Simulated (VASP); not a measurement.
# SnO2 (P1) in VASP: single point with PBE

Aim: the single point of SnO2 with PBE.

Program: VASP 6.6.1. These are calculated values, not measurements. Logs are shortened: lines on timing, memory, paths and dates and some standing lists are left out, and cuts for length are marked.

### Step 1. The cell of the first run

The typed cell holds 6 atoms: a = 4.764 Å, b = 4.798 Å, c = 3.213 Å, α = 87.33°, β = 91.43°, γ = 92.12°.

### Step 2. Single point, PBE (atoms moved at random and the cell strained at random)

The input, INCAR:

```
SYSTEM = SnO2
PREC = Accurate ; ENCUT = 520
EDIFF = 1E-6 ; ISMEAR = 0
SIGMA = 0.05 ; LREAL = .FALSE.
LASPH = .TRUE. ; NELM = 60
ALGO = Normal ; ISIF = 2
LWAVE = .FALSE. ; LCHARG = .FALSE.
GGA = PE ; NBANDS = 35
```

The input, KPOINTS:

```
Automatic mesh
0
G
  6 6 8
  0 0 0
```

The input, POSCAR:

```
SnO2
1.0
    4.7631470489     -0.0875990215     -0.0584957935
   -0.0875990215      4.7955835490      0.1109861689
   -0.0393449917      0.0746506652      3.2114866559
Sn O
2 4
Direct
   -0.0015080286     -0.0016289385     -0.0102571801
    0.4948904724      0.4980243515      0.4874712988
    0.3006579303      0.3108944610      0.0011589709
    0.2029485838      0.8083849072      0.5052741731
    0.6957178291      0.6926840734      0.0204746481
    0.8072932129      0.1916411454      0.4958780892
```

Potentials or basis: VASP PAW PBE potentials, release 64 (Sn_d, O).

Started as:

```console
$ cat potpaw_PBE.64/Sn_d/POTCAR potpaw_PBE.64/O/POTCAR > POTCAR
$ mpirun -np 1 vasp_std > vasp.out
```

OUTCAR:

```text
SYSTEM = SnO2
   PREC = Accurate
   ENCUT = 520
   EDIFF = 1E-6
   ISMEAR = 0
   LREAL = .FALSE.
   LASPH = .TRUE.
   NELM = 60
   ISIF = 2
   GGA = PE

 ion  position               nearest neighbor table
   1  0.998  0.998  0.990-   6 2.01   5 2.02   3 2.04   4 2.09   4 2.12   6 2.15   2 3.65   2 3.67
                             2 3.69   2 3.71   2 3.72   2 3.74
   2  0.495  0.498  0.487-   5 1.98   3 2.02   3 2.06   4 2.08   6 2.13   5 2.17   1 3.65   1 3.67
                             1 3.69   1 3.71   1 3.72   1 3.74
   3  0.301  0.311  0.001-   2 2.02   1 2.04   2 2.06
   4  0.203  0.808  0.505-   2 2.08   1 2.09   1 2.12
   5  0.696  0.693  0.020-   2 1.98   1 2.02   2 2.17
   6  0.807  0.192  0.496-   1 2.01   2 2.13   1 2.15

  LATTYP: Found a triclinic cell.
 ALAT       =     5.6794211777
 B/A-ratio  =     0.8388727416
 C/A-ratio  =     1.3800135527
 COS(alpha) =     0.0021483044
 COS(beta)  =     0.4493893994
 COS(gamma) =     0.8247624505

  Lattice vectors:

 A1 = (  -4.7238020572,   0.0129483563,  -3.1529908624)
 A2 = (  -4.7631470489,   0.0875990215,   0.0584957935)
 A3 = (  -0.0089090381,   4.6462822186,  -6.3119871429)

Analysis of symmetry for initial positions (statically):
=====================================================================
 Subroutine PRICEL returns:
 Original cell was already a primitive cell.

 Routine SETGRP: Setting up the symmetry group for a
 triclinic supercell.

 Subroutine GETGRP returns: Found  1 space group operations
 (whereof  1 operations were pure point group operations)
 out of a pool of  2 trial point group operations.

The static configuration has the point symmetry C_1 .

Analysis of symmetry for dynamics (positions and initial velocities):
=====================================================================
 Subroutine PRICEL returns:
 Original cell was already a primitive cell.

 Routine SETGRP: Setting up the symmetry group for a
 triclinic supercell.

 Subroutine GETGRP returns: Found  1 space group operations
 (whereof  1 operations were pure point group operations)
 out of a pool of  2 trial point group operations.

The dynamic configuration has the point symmetry C_1 .

 Subroutine INISYM returns: Found  1 space group operations
 (whereof  1 operations are pure point group operations),
 and found     1 'primitive' translations

----------------------------------------------------------------------------------------

                                     Primitive cell

  volume of cell :      73.2826

  direct lattice vectors                    reciprocal lattice vectors
     4.763147049 -0.087599021 -0.058495793     0.210045258  0.003779291  0.002485485
    -0.087599021  4.795583549  0.110986169     0.003779291  0.208705436 -0.004805034
    -0.039344992  0.074650665  3.211486656     0.003695271 -0.007143839  0.311593598

  length of vectors
     4.764311614  4.797667464  3.212595102     0.210093958  0.208794948  0.311697385

  position of ions in fractional coordinates (direct lattice)
     0.998491971  0.998371062  0.989742820
     0.494890472  0.498024351  0.487471299
     0.300657930  0.310894461  0.001158971
     0.202948584  0.808384907  0.505274173
     0.695717829  0.692684073  0.020474648
     0.807293213  0.191641145  0.495878089

  ion indices of the primitive-cell ions
   primitive index   ion index
                 1           1
                 2           2
                 3           3
                 4           4
                 5           5
                 6           6

----------------------------------------------------------------------------------------

 KPOINTS: Automatic mesh

Automatic generation of k-mesh.
 Grid dimensions read from file:
 generate k-points for:    6    6    8

 Generating k-lattice:

  Cartesian coordinates                     Fractional coordinates (reciprocal lattice)
     0.035007543  0.000629882  0.000414248     0.166666667 -0.000000000  0.000000000
     0.000629882  0.034784239 -0.000800839    -0.000000000  0.166666667  0.000000000
     0.000461909 -0.000892980  0.038949200    -0.000000000 -0.000000000  0.125000000

  Length of vectors
     0.035015660  0.034799158  0.038962173

  Shift w.r.t. Gamma in fractional coordinates (k-lattice)
     0.000000000  0.000000000  0.000000000

 Subroutine IBZKPT returns following result:
 ===========================================

 Found    148 irreducible k-points:

 Following reciprocal coordinates:
            Coordinates               Weight
  0.000000  0.000000  0.000000      1.000000
  0.166667 -0.000000  0.000000      2.000000
  0.333333 -0.000000 -0.000000      2.000000
  0.500000  0.000000  0.000000      1.000000
 -0.000000  0.166667  0.000000      2.000000
  0.166667  0.166667  0.000000      2.000000
[... 16 lines left out ...]
  0.333333 -0.000000  0.125000      2.000000
  0.500000  0.000000  0.125000      2.000000
 [... further k-points ...]
   k-points           NKPTS =    148   k-points in BZ     NKDIM =    148   number of bands    NBANDS=     35
   number of dos      NEDOS =    301   number of ions     NIONS =      6
   total plane-waves  NPLWV =  31104
   dimension x,y,z NGX =    36 NGY =   36 NGZ =   24
   dimension x,y,z NGXF=    72 NGYF=   72 NGZF=   48
   ions per type =               2   4
   NGX,Y,Z   is equivalent  to a cutoff of  12.56, 12.47, 12.42 a.u.
   NGXF,Y,Z  is equivalent  to a cutoff of  25.12, 24.95, 24.84 a.u.
 SYSTEM =  SnO2
   PREC   = accura    normal or accurate (medium, high low for compatibility)
   ISTART =      0    job   : 0-new  1-cont  2-samecut
   ICHARG =      2    charge: 1-file 2-atom 10-const
   ISPIN  =      1    spin polarized calculation?
   LNONCOLLINEAR =      F non collinear calculations
   LSORBIT =      F    spin-orbit coupling
   LASPH  =      T    aspherical Exc in radial PAW
   ENCUT  =  520.0 eV  38.22 Ry    6.18 a.u.   8.86  8.92  5.97*2*pi/ulx,y,z
   NELM   =     60;   NELMIN=  2; NELMDL= -5     # of ELM steps
   EDIFF  = 0.1E-05   stopping-criterion for ELM
   LREAL  =      F    real-space projection
   EDIFFG = 0.1E-04   stopping-criterion for IOM
   NSW    =      0    number of steps for IOM
   IBRION =     -1    ionic relax: 0-MD 1-quasi-New 2-CG
   NFREE  =      0    steps in history (QN), initial steepest desc. (CG)
   ISIF   =      2    stress and relaxation
   ISYM   =      2    0-nonsym 1-usesym 2-fastsym
   POTIM  = 0.5000    time-step for ionic-motion
   TEBEG  =    0.0;   TEEND  =   0.0 temperature during run
   PSTRESS=    0.0 pullay stress
   NELECT =      52.0000    total number of electrons
   NUPDOWN=      -1.0000    fix difference up-down
   EMIN   =  10.00;   EMAX   =-10.00  energy-range for DOS
   EFERMI =   0.00;   METHOD = LEGACY
   ISMEAR =     0;   SIGMA  =   0.05  broadening in eV -4-tet -1-fermi 0-gaus
   EFERMI_NEDOS =   21; number of points for ismear=-14 and -15
   IALGO  =     38    algorithm
   IMIX   =      4    mixing-type and parameters
     AMIX     =   0.40;   BMIX     =  1.00
     AMIX_MAG =   1.60;   BMIX_MAG =  1.00
  volume/ion in A,a.u.               =      12.21        82.42
  Fermi-wavevector in a.u.,A,eV,Ry     =   1.460189  2.759356 29.009671  2.132151
  Thomas-Fermi vector in A             =   2.576667
   LORBIT       =      0    0 simple, 1 ext, 2 COOP (PROOUT), +10 PAW based schemes
   GGA     = PE    functional components
   LHFCALC =     F    Hartree Fock is set to
   AEXX    =    0.0000 exact exchange contribution
   IVDW    =     0    specifies the selected vdW correction
   LEPSILON=     F    determine dielectric tensor
   LRPA    =     F    only Hartree local field effects (RPA)
 non-spin polarized calculation
 Gauss-broadening in eV      SIGMA  =   0.05
  energy-cutoff  :      520.00
  volume of cell :       73.28
 maximum number of plane-waves:      1997
   NGX = 17   NGY = 17   NGZ = 11

 number of electron      51.9999986 magnetization

 Free energy of the ion-electron system (eV)
  ---------------------------------------------------
  ext. energy  EPLUGINS =         0.00000000
  ---------------------------------------------------
  free energy    TOTEN  =       -37.04237308 eV

  energy without entropy =      -37.04237308  energy(sigma->0) =      -37.04237308

 E-fermi :   6.0991     XC(G=0): -11.1306

 val. band max:        5.8765385437   @ k =   0.0000   0.0000   0.0000
 cond. band min:       6.8369956247   @ k =   0.0000   0.0000   0.0000
 fundamental gap:      0.9604570810
 Fermi energy:         6.0991380704

 k-point     1 :       0.0000    0.0000    0.0000
  band No.  band energies     occupation
      1     -15.2691      2.00000
      2     -14.4876      2.00000
      3     -14.3758      2.00000
      4     -14.2722      2.00000
      5     -14.1758      2.00000
      6     -14.1661      2.00000
[... 27 lines left out ...]
     34      18.0152      0.00000
     35      18.2912      0.00000

 k-point     2 :       0.1667   -0.0000    0.0000
  band No.  band energies     occupation
      1     -15.2278      2.00000
      2     -14.5365      2.00000
      3     -14.3742      2.00000
      4     -14.2865      2.00000
      5     -14.1751      2.00000
      6     -14.1682      2.00000
[... 27 lines left out ...]
     34      17.9149      0.00000
     35      18.3541      0.00000

 k-point     3 :       0.3333   -0.0000   -0.0000
  band No.  band energies     occupation
      1     -15.1105      2.00000
      2     -14.6903      2.00000
      3     -14.3687      2.00000
      4     -14.3083      2.00000
      5     -14.1794      2.00000
      6     -14.1629      2.00000
[... 27 lines left out ...]
     34      18.0394      0.00000
     35      18.3466      0.00000
[... 723 lines left out ...]
 k-point    23 :       0.3333   -0.0000    0.1250
  band No.  band energies     occupation
      1     -15.0748      2.00000
      2     -14.6870      2.00000
      3     -14.4420      2.00000
      4     -14.3301      2.00000
      5     -14.2111      2.00000
      6     -14.1586      2.00000
[... 27 lines left out ...]
     34      18.0998      0.00000
     35      18.3090      0.00000

 k-point    24 :       0.5000    0.0000    0.1250
  band No.  band energies     occupation
      1     -14.9328      2.00000
      2     -14.8620      2.00000
      3     -14.4239      2.00000
      4     -14.3430      2.00000
      5     -14.2104      2.00000
      6     -14.1573      2.00000
[... 27 lines left out ...]
     34      18.1904      0.00000
     35      18.4575      0.00000

 [... further k-points ...]

------------------------ aborting loop because EDIFF is reached ----------------------------------------

  FORCE on cell =-STRESS in cart. coord.  units (eV):
  Direction    XX          YY          ZZ          XY          YZ          ZX
  --------------------------------------------------------------------------------------
  -------------------------------------------------------------------------------------
  Total        3.1213834      3.0806152      3.8374912      3.3907776     -2.4066458      0.6906243
  in kB       68.2427786     67.3514632     83.8990369     74.1325403    -52.6164766     15.0991122
  external PRESSURE =      73.1644262 kB  Pullay stress =       0.0000000 kB

 VOLUME and BASIS-vectors are now :
 -----------------------------------------------------------------------------
  energy-cutoff  :      520.00
  volume of cell :       73.28
      direct lattice vectors                 reciprocal lattice vectors
     4.763147049 -0.087599021 -0.058495793     0.210045258  0.003779291  0.002485485
    -0.087599021  4.795583549  0.110986169     0.003779291  0.208705436 -0.004805034
    -0.039344992  0.074650665  3.211486656     0.003695271 -0.007143839  0.311593598

 POSITION                                       TOTAL-FORCE (eV/Angst)
 -----------------------------------------------------------------------------------
      4.62957      4.77419      3.23094         0.305447     -0.175839      0.673511
      2.29443      2.38136      1.59183         0.278813     -0.087824      1.502288
      1.40480      1.46467      0.02064        -0.004731     -0.159410     -0.399148
      0.87598      3.89662      1.70053        -0.274466      0.212551     -0.041615
      3.25232      3.26241      0.10194         0.058568     -0.081051     -1.299125
      3.80896      0.88533      1.56655        -0.363632      0.291573     -0.435911
 -----------------------------------------------------------------------------------
    total drift:                                0.000085      0.000941     -0.000134

  FREE ENERGIE OF THE ION-ELECTRON SYSTEM (eV)
  ---------------------------------------------------
  free  energy   TOTEN  =       -37.0423730752 eV

  energy  without entropy=      -37.0423730752  energy(sigma->0) =      -37.04237308
```

Wall time 7.5 min (1 thread of Oxide Virtual Turin-like, shared host); peak memory 0.35 GiB.

What came out:

```
Free energy            : -37.0424 eV
Pressure               : 7.3 GPa
Largest force          : 1.530 eV/Å
Band gap on the k mesh : 0.96 eV
```

Forces on the atoms (eV/Å):
```
Sn   0.305 -0.176  0.674
Sn   0.279 -0.088  1.502
O   -0.005 -0.159 -0.399
O   -0.274  0.213 -0.042
O    0.059 -0.081 -1.299
O   -0.364  0.292 -0.436
```

Caveat: the cell differs from its parent crystal (atoms moved at random and the cell strained at random); the cell stands under pressure; spin-orbit coupling is left out, which moves the levels of the heavy elements; forces of over 1 eV/Å act on the atoms, so gaps and moduli don't describe the material at rest.
